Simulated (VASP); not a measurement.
## HPt16 (a cell with a defect): single point with PBE

The system is HPt16 (a cell with a defect).

```
Pt H
1.0
    -4.07293    4.07293    4.07293
     4.07293   -4.07293    4.07293
     4.07293    4.07293   -4.07293
Pt H
16 1
Cartesian
  -0.0335 0.0587 -0.1266
  4.0417 1.9472 -2.0099
  4.0994 -0.0142 -0.0181
  4.0991 -2.0217 1.9893
  2.0523 4.0782 -2.0625
  2.0477 2.0365 -0.0157
  2.1589 0.0591 2.0656
  2.0476 -2.0202 4.0423
  0.0432 4.0739 -0.0158
  0.0213 2.0469 2.0107
  0.0216 0.0053 4.0528
  4.1159 2.0513 2.0059
  -2.0227 4.0588 2.0057
  -1.9994 2.0270 4.0314
  2.0480 4.0740 1.9890
  2.0627 2.0528 4.0575
  0.6275 -0.5882 1.4052
```

- Program: VASP 6.6.1
- Task: single point
- Functional: PBE
- Potentials or basis: VASP PAW PBE potentials, release 64 (Pt, H)
- Cutoff: 400 eV
- k mesh: 3 × 3 × 3
- Occupations: fermi-dirac, width 1 eV
- Spin: no spin polarisation
- Dipole correction: no
- Further INCAR settings: ALGO = Normal; EDIFF = 1e-06; NBANDS = 94

```json
{
 "Pressure": "2.0 GPa",
 "Largest force": "0.037 eV/Å",
 "Band gap on the k mesh": "zero (an odd number of electrons rules out a gap without spin polarisation)"
}
```

Forces in eV/Å, atoms in the order of the input:
```
Pt  -0.006  0.016 -0.016
Pt  -0.005 -0.016  0.007
Pt  -0.006  0.000  0.006
Pt  -0.003  0.006 -0.001
Pt   0.007 -0.001 -0.003
Pt  -0.007  0.001  0.007
Pt   0.016  0.015  0.008
Pt  -0.005  0.006  0.000
Pt   0.001  0.005  0.005
Pt   0.006 -0.006 -0.007
Pt   0.004 -0.002 -0.008
Pt   0.001  0.005  0.003
Pt  -0.005 -0.002  0.006
Pt   0.002 -0.001 -0.003
Pt  -0.005  0.005 -0.002
Pt   0.000  0.005  0.004
H    0.007 -0.036 -0.008
```

Stress tensor (GPa, compression positive):
```
 1.96  0.25  0.29
 0.25  1.98 -0.26
 0.29 -0.26  1.97
```

Levels at points of the mesh, in eV from the Fermi level:
```
           k point  band 82  band 83  band 84  band 85  band 86  band 87  band 88  band 89  band 90  band 91
(0.00, 0.00, 0.00)     0.18     0.69     0.69     0.72     0.72     0.76     0.77     0.77     0.77     0.81
```

Wall time 37 min on 1 thread of Oxide Virtual Turin-like Processor, with other jobs on the host, peak memory 0.39 GiB.

Caveat: the k points lie up to 0.36 Å⁻¹ apart, too coarse for converged energies and pressures of a metal; the highest band is partly filled, so the run has too few bands; so wide a smearing shifts energies and pressures; spin-orbit coupling is left out, which moves the levels of the heavy elements.
